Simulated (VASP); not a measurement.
# Ba4Ti4HO12F in VASP: single point with PBE+D3(BJ)

Aim: the single point of Ba4Ti4HO12F with PBE+D3(BJ).

Everything below comes from runs of VASP 6.6.1. Logs are shortened: lines on timing, memory, paths and dates and some standing lists are left out, and cuts for length are marked.

### Step 1. The cell of the first run

The cell holds a slab with vacuum, 22 atoms: a = 5.651 Å, b = 7.992 Å, c = 17.238 Å, α = 90.00°, β = 90.00°, γ = 90.00°.

### Step 2. Single point, PBE+D3(BJ)

INCAR

```
SYSTEM = Ba4Ti4HO12F
PREC     = Accurate       ! precision mode
ENCUT    = 520            ! plane-wave cutoff, eV
EDIFF    = 1E-6           ! SCF threshold, eV
ISMEAR   = 0              ! smearing method
SIGMA    = 0.02           ! smearing width, eV
LREAL    = Auto         
LASPH    = .TRUE.         ! aspherical terms in the spheres
NELM     = 100            ! most SCF steps
ALGO     = Normal         ! electronic algorithm
ISIF     = 2              ! what is computed and relaxed
LWAVE    = .FALSE.        ! write WAVECAR
LCHARG   = .TRUE.         ! write CHGCAR
GGA      = PE             ! functional
IVDW     = 12             ! dispersion correction
LELF     = .TRUE.         ! ELF
LVHAR    = .TRUE.       
NBANDS   = 101            ! bands
```

KPOINTS

```
regular mesh
0
G
  3 2 1
  0 0 0
```

POSCAR

```
Ba4Ti4HO12F
1.0
    5.6511970000      0.0000000000      0.0000000000
    0.0000000000      7.9920000000      0.0000000000
    0.0000000000      0.0000000000     17.2383980000
Ba Ti O F H
4 4 12 1 1
Direct
    0.0000000000      0.0000000000      0.0580100300
    0.4686876290     -0.0086150547      0.3447113352
    0.0000000000      0.5000000000      0.0580100300
    0.4623361129      0.5052382878      0.2490726921
    0.5000000300      0.2500000000      0.0580100300
   -0.0436133404      0.2425398618      0.2269103896
    0.5000000300      0.7500000000      0.0580100300
   -0.0269932002      0.7626198834      0.2297379985
    0.7680991090      0.2502499556      0.1088947678
    0.2487719415      0.2527299988      0.1154996663
    0.5000000300      0.0000000000      0.0580100300
    0.1834273142      0.2591416970      0.3050994681
    0.7002042017      0.2361827529      0.2794540381
   -0.0090132397      0.0052111584      0.1988534386
    0.7647727131      0.7494582175      0.1101887002
    0.2436736337      0.7471343395      0.1138277554
    0.5000000300      0.5000000000      0.0580100300
    0.2114266218      0.7525542991      0.2937931217
    0.7226864246      0.7536489189      0.2881653330
   -0.0229621378      0.4942260937      0.1994835062
    0.1466065029      0.1122966547      0.4296161690
    0.1388534641      0.2172707564      0.3604922859
```

Potentials or basis: VASP PAW PBE potentials, release 64 (Ba_sv, Ti_sv, O, F, H).

The run is started by

```bash
> cat potpaw_PBE.64/Ba_sv/POTCAR potpaw_PBE.64/Ti_sv/POTCAR potpaw_PBE.64/O/POTCAR potpaw_PBE.64/F/POTCAR potpaw_PBE.64/H/POTCAR > POTCAR
> mpirun -np 1 vasp_std > vasp.out
```

OUTCAR:

```text
SYSTEM = Ba4Ti4HO12F
   PREC = Accurate
   ENCUT = 520
   EDIFF = 1E-6
   ISMEAR = 0
   LREAL = Auto
   LASPH = .TRUE.
   NELM = 100
   ISIF = 2
   GGA = PE
   IVDW = 12
 IVDW          = 12

 ion  position               nearest neighbor table
   1  0.000  0.000  0.058-  14 2.43   9 2.55  15 2.57  16 2.63  10 2.65  11 2.83  11 2.83   5 3.46
                             7 3.46   7 3.46   5 3.46   6 3.51   8 3.52   3 4.00   3 4.00
   2  0.469  0.991  0.345-  21 2.53  18 2.55  19 2.57  13 2.61  22 2.61  12 2.76   4 4.22   4 4.43

   3  0.000  0.500  0.058-  20 2.44   9 2.54  15 2.56  16 2.59  10 2.62  17 2.83  17 2.83   5 3.46
                             7 3.46   7 3.46   5 3.46   6 3.57   8 3.63   1 4.00   1 4.00   4 4.20
   4  0.462  0.505  0.249-  18 2.55  19 2.56  13 2.59  12 2.70  20 2.87  20 3.03  16 3.27  10 3.29
                            17 3.30   8 3.46   6 3.51   8 3.56   6 3.57   3 4.20   2 4.22   2 4.43
   5  0.500  0.250  0.058-  10 1.73   9 1.75  11 2.00  17 2.00   1 3.46   3 3.46   1 3.46   3 3.46

   6  0.956  0.243  0.227-  13 1.71  12 1.87  14 1.97  20 2.07   9 2.30   1 3.51   4 3.51   4 3.57
                             3 3.57
   7  0.500  0.750  0.058-  16 1.74  15 1.75  11 2.00  17 2.00   1 3.46   3 3.46   1 3.46   3 3.46

   8  0.973  0.763  0.230-  19 1.74  18 1.74  14 2.01  20 2.21  15 2.38   4 3.46   1 3.52   4 3.56
                             3 3.63
   9  0.768  0.250  0.109-   5 1.75   6 2.30   3 2.54   1 2.55
  10  0.249  0.253  0.115-   5 1.73   3 2.62   1 2.65   4 3.29
  11  0.500  0.000  0.058-   5 2.00   7 2.00   1 2.83   1 2.83
  12  0.183  0.259  0.305-  22 1.04   6 1.87   4 2.70   2 2.76
  13  0.700  0.236  0.279-   6 1.71   4 2.59   2 2.61
  14  0.991  0.005  0.199-   6 1.97   8 2.01   1 2.43
  15  0.765  0.749  0.110-   7 1.75   8 2.38   3 2.56   1 2.57
  16  0.244  0.747  0.114-   7 1.74   3 2.59   1 2.63   4 3.27
  17  0.500  0.500  0.058-   5 2.00   7 2.00   3 2.83   3 2.83   4 3.30
  18  0.211  0.753  0.294-   8 1.74   4 2.55   2 2.55
  19  0.723  0.754  0.288-   8 1.74   4 2.56   2 2.57
  20  0.977  0.494  0.199-   6 2.07   8 2.21   3 2.44   4 2.87   4 3.03
  21  0.147  0.112  0.430-   2 2.53
  22  0.139  0.217  0.360-  12 1.04   2 2.61

  LATTYP: Found a simple orthorhombic cell.
 ALAT       =     5.6511970000
 B/A-ratio  =     1.4142136613
 C/A-ratio  =     3.0503976414

  Lattice vectors:

 A1 = (   5.6511970000,   0.0000000000,   0.0000000000)
 A2 = (   0.0000000000,   7.9920000000,   0.0000000000)
 A3 = (   0.0000000000,   0.0000000000,  17.2383980000)

Analysis of symmetry for initial positions (statically):
=====================================================================
 Subroutine PRICEL returns:
 Original cell was already a primitive cell.

 Routine SETGRP: Setting up the symmetry group for a
 simple orthorhombic supercell.

 Subroutine GETGRP returns: Found  1 space group operations
 (whereof  1 operations were pure point group operations)
 out of a pool of  8 trial point group operations.

The static configuration has the point symmetry C_1 .

Analysis of symmetry for dynamics (positions and initial velocities):
=====================================================================
 Subroutine PRICEL returns:
 Original cell was already a primitive cell.

 Routine SETGRP: Setting up the symmetry group for a
 simple orthorhombic supercell.

 Subroutine GETGRP returns: Found  1 space group operations
 (whereof  1 operations were pure point group operations)
 out of a pool of  8 trial point group operations.

The dynamic configuration has the point symmetry C_1 .

 Subroutine INISYM returns: Found  1 space group operations
 (whereof  1 operations are pure point group operations),
 and found     1 'primitive' translations

----------------------------------------------------------------------------------------

                                     Primitive cell

  volume of cell :     778.5613

  direct lattice vectors                    reciprocal lattice vectors
     5.651197000  0.000000000  0.000000000     0.176953661  0.000000000  0.000000000
     0.000000000  7.992000000  0.000000000     0.000000000  0.125125125  0.000000000
     0.000000000  0.000000000 17.238398000     0.000000000  0.000000000  0.058010031

  length of vectors
     5.651197000  7.992000000 17.238398000     0.176953661  0.125125125  0.058010031

  position of ions in fractional coordinates (direct lattice)
     0.000000000  0.000000000  0.058010030
     0.468687629  0.991384945  0.344711335
     0.000000000  0.500000000  0.058010030
     0.462336113  0.505238288  0.249072692
     0.500000030  0.250000000  0.058010030
     0.956386660  0.242539862  0.226910390
[... 14 lines left out ...]
     0.146606503  0.112296655  0.429616169
     0.138853464  0.217270756  0.360492286

  ion indices of the primitive-cell ions
   primitive index   ion index
                 1           1
                 2           2
                 3           3
                 4           4
                 5           5
                 6           6
[... 14 lines left out ...]
                21          21
                22          22

----------------------------------------------------------------------------------------

 KPOINTS: regular mesh

Automatic generation of k-mesh.
 Grid dimensions read from file:
 generate k-points for:    3    2    1

 Generating k-lattice:

  Cartesian coordinates                     Fractional coordinates (reciprocal lattice)
     0.058984554  0.000000000  0.000000000     0.333333333  0.000000000  0.000000000
     0.000000000  0.062562563  0.000000000     0.000000000  0.500000000  0.000000000
     0.000000000  0.000000000  0.058010031     0.000000000  0.000000000  1.000000000

  Length of vectors
     0.058984554  0.062562563  0.058010031

  Shift w.r.t. Gamma in fractional coordinates (k-lattice)
     0.000000000  0.000000000  0.000000000

 Subroutine IBZKPT returns following result:
 ===========================================

 Found      4 irreducible k-points:

 Following reciprocal coordinates:
            Coordinates               Weight
  0.000000  0.000000  0.000000      1.000000
  0.333333  0.000000  0.000000      2.000000
  0.000000  0.500000  0.000000      1.000000
  0.333333  0.500000  0.000000      2.000000
   k-points           NKPTS =      4   k-points in BZ     NKDIM =      4   number of bands    NBANDS=    101
   number of dos      NEDOS =    301   number of ions     NIONS =     22
   total plane-waves  NPLWV = 322560
   dimension x,y,z NGX =    42 NGY =   60 NGZ =  128
   dimension x,y,z NGXF=    84 NGYF=  120 NGZF=  256
   ions per type =               4   4  12   1   1
   NGX,Y,Z   is equivalent  to a cutoff of  12.36, 12.48, 12.34 a.u.
   NGXF,Y,Z  is equivalent  to a cutoff of  24.71, 24.96, 24.69 a.u.
 SYSTEM =  Ba4Ti4HO12F
   PREC   = accura    normal or accurate (medium, high low for compatibility)
   ISTART =      0    job   : 0-new  1-cont  2-samecut
   ICHARG =      2    charge: 1-file 2-atom 10-const
   ISPIN  =      1    spin polarized calculation?
   LNONCOLLINEAR =      F non collinear calculations
   LSORBIT =      F    spin-orbit coupling
   LASPH  =      T    aspherical Exc in radial PAW
   ENCUT  =  520.0 eV  38.22 Ry    6.18 a.u.  10.51 14.86 32.05*2*pi/ulx,y,z
   NELM   =    100;   NELMIN=  2; NELMDL= -5     # of ELM steps
   EDIFF  = 0.1E-05   stopping-criterion for ELM
   LREAL  =      T    real-space projection
   EDIFFG = 0.1E-04   stopping-criterion for IOM
   NSW    =      0    number of steps for IOM
   IBRION =     -1    ionic relax: 0-MD 1-quasi-New 2-CG
   NFREE  =      0    steps in history (QN), initial steepest desc. (CG)
   ISIF   =      2    stress and relaxation
   ISYM   =      2    0-nonsym 1-usesym 2-fastsym
   POTIM  = 0.5000    time-step for ionic-motion
   TEBEG  =    0.0;   TEEND  =   0.0 temperature during run
   PSTRESS=    0.0 pullay stress
   NELECT =     168.0000    total number of electrons
   NUPDOWN=      -1.0000    fix difference up-down
   EMIN   =  10.00;   EMAX   =-10.00  energy-range for DOS
   EFERMI =   0.00;   METHOD = LEGACY
   ISMEAR =     0;   SIGMA  =   0.02  broadening in eV -4-tet -1-fermi 0-gaus
   EFERMI_NEDOS =   21; number of points for ismear=-14 and -15
   IALGO  =     38    algorithm
   IMIX   =      4    mixing-type and parameters
     AMIX     =   0.40;   BMIX     =  1.00
     AMIX_MAG =   1.60;   BMIX_MAG =  1.00
  volume/ion in A,a.u.               =      35.39       238.82
  Fermi-wavevector in a.u.,A,eV,Ry     =   0.981930  1.855578 13.118541  0.964186
  Thomas-Fermi vector in A             =   2.112974
   LORBIT       =      0    0 simple, 1 ext, 2 COOP (PROOUT), +10 PAW based schemes
   GGA     = PE    functional components
   LHFCALC =     F    Hartree Fock is set to
   AEXX    =    0.0000 exact exchange contribution
   IVDW    =    12    specifies the selected vdW correction
   LEPSILON=     F    determine dielectric tensor
   LRPA    =     F    only Hartree local field effects (RPA)
 non-spin polarized calculation
 Gauss-broadening in eV      SIGMA  =   0.02
  energy-cutoff  :      520.00
  volume of cell :      778.56
 maximum number of plane-waves:     21066
 NGX is ok and might be reduce to    42
   NGX = 21   NGY = 29   NGZ = 65

 number of electron     167.9999980 magnetization

 Free energy of the ion-electron system (eV)
  ---------------------------------------------------
  ext. energy  EPLUGINS =         0.00000000
  ---------------------------------------------------
  free energy    TOTEN  =      -160.49450789 eV

  energy without entropy =     -160.49450789  energy(sigma->0) =     -160.49450789

 E-fermi :  -1.0611     XC(G=0):  -4.9053

 val. band max:       -1.1737750959   @ k =   0.0000   0.5000   0.0000
 cond. band min:      -0.8560983337   @ k =   0.0000   0.0000   0.0000
 fundamental gap:      0.3176767622
 Fermi energy:        -1.0610903550

 k-point     1 :       0.0000    0.0000    0.0000
  band No.  band energies     occupation
      1     -58.5695      2.00000
      2     -58.5526      2.00000
      3     -57.1381      2.00000
      4     -56.6292      2.00000
      5     -35.0723      2.00000
      6     -35.0655      2.00000
[... 385 lines left out ...]
     95       2.4612      0.00000
     96       2.5741      0.00000
 [bands above 96 left out]

------------------------ aborting loop because EDIFF is reached ----------------------------------------

 Edisp (eV)   -3.07976

 E8    (eV) :    -1.4151

  FORCE on cell =-STRESS in cart. coord.  units (eV):
  Direction    XX          YY          ZZ          XY          YZ          ZX
  --------------------------------------------------------------------------------------
  -------------------------------------------------------------------------------------
  Total      16.54380     3.68469     1.73613    -1.71753     0.22414    -0.38590
  in kB      34.04498     7.58261     3.57273    -3.53445     0.46126    -0.79413
  external pressure =       15.07 kB  Pullay stress =        0.00 kB

 VOLUME and BASIS-vectors are now :
 -----------------------------------------------------------------------------
  energy-cutoff  :      520.00
  volume of cell :      778.56
      direct lattice vectors                 reciprocal lattice vectors
     5.651197000  0.000000000  0.000000000     0.176953661  0.000000000  0.000000000
     0.000000000  7.992000000  0.000000000     0.000000000  0.125125125  0.000000000
     0.000000000  0.000000000 17.238398000     0.000000000  0.000000000  0.058010031

 POSITION                                       TOTAL-FORCE (eV/Angst)
 -----------------------------------------------------------------------------------
      0.00000      0.00000      1.00000         0.212614     -0.041661      0.637062
      2.64865      7.92315      5.94227         0.107638      0.032978      0.074637
      0.00000      3.99600      1.00000         0.044511      0.033760      0.499252
      2.61275      4.03786      4.29361         0.001746     -0.071856     -0.122671
      2.82560      1.99800      1.00000        -0.075538     -0.309597      2.028545
      5.40473      1.93838      3.91157         0.059113      0.025712     -0.113145
[... 14 lines left out ...]
      0.82850      0.89747      7.40589        -0.115019      0.056162      0.095649
      0.78469      1.73643      6.21431        -0.011101      0.003654      0.058012
 -----------------------------------------------------------------------------------
    total drift:                               -0.011823      0.017169      0.018543

  FREE ENERGIE OF THE ION-ELECTRON SYSTEM (eV)
  ---------------------------------------------------
  free  energy   TOTEN  =      -163.5742651701 eV

  energy  without entropy=     -163.5742651701  energy(sigma->0) =     -163.57426517
```

Wall time 18 min (1 thread of Intel Xeon Platinum 8259CL at 2.50GHz (Skylake/Cascade Lake), shared host); peak memory 0.79 GiB.

What came out:

```yaml
Free_energy: -163.5743 eV
Largest_force: 3.296 eV/Å
Band_gap_on_the_k_mesh: 0.32 eV (least direct gap 0.36 eV)
Dispersion_energy_per_atom: -0.140 eV
```

Forces in eV/Å, atoms in the order of the input:
```
Ba   0.213 -0.042  0.637
Ba   0.108  0.033  0.075
Ba   0.045  0.034  0.499
Ba   0.002 -0.072 -0.123
Ti  -0.076 -0.310  2.029
Ti   0.059  0.026 -0.113
Ti  -0.078  0.317  2.021
Ti  -0.013 -0.022 -0.124
O   -0.058  0.001  0.170
O    0.010 -0.003  0.156
O   -0.064 -0.003 -3.295
O   -0.035 -0.008  0.032
O   -0.001 -0.038  0.068
O    0.000  0.000  0.219
O   -0.034  0.005  0.164
O    0.024  0.004  0.168
O    0.046 -0.005 -3.075
O   -0.073  0.022  0.083
O    0.071 -0.001  0.054
O   -0.020  0.001  0.201
F   -0.115  0.056  0.096
H   -0.011  0.004  0.058
```

Levels at points of the mesh, in eV from the valence-band top:
```tsv
k point	band 81	band 82	band 83	band 84	band 85	band 86	band 87	band 88
(0.00, 0.00, 0.00)	-0.72	-0.50	-0.32	-0.04	0.32	1.00	1.60	2.18
(0.00, 0.50, 0.00)	-0.75	-0.60	-0.51	0.00	0.67	0.70	1.99	2.01
```

Caveat: there is no dipole correction, which matters where the two faces differ; semilocal functionals underestimate gaps, and a narrow one can read as zero; spin-orbit coupling is left out, which moves the levels of the heavy elements.
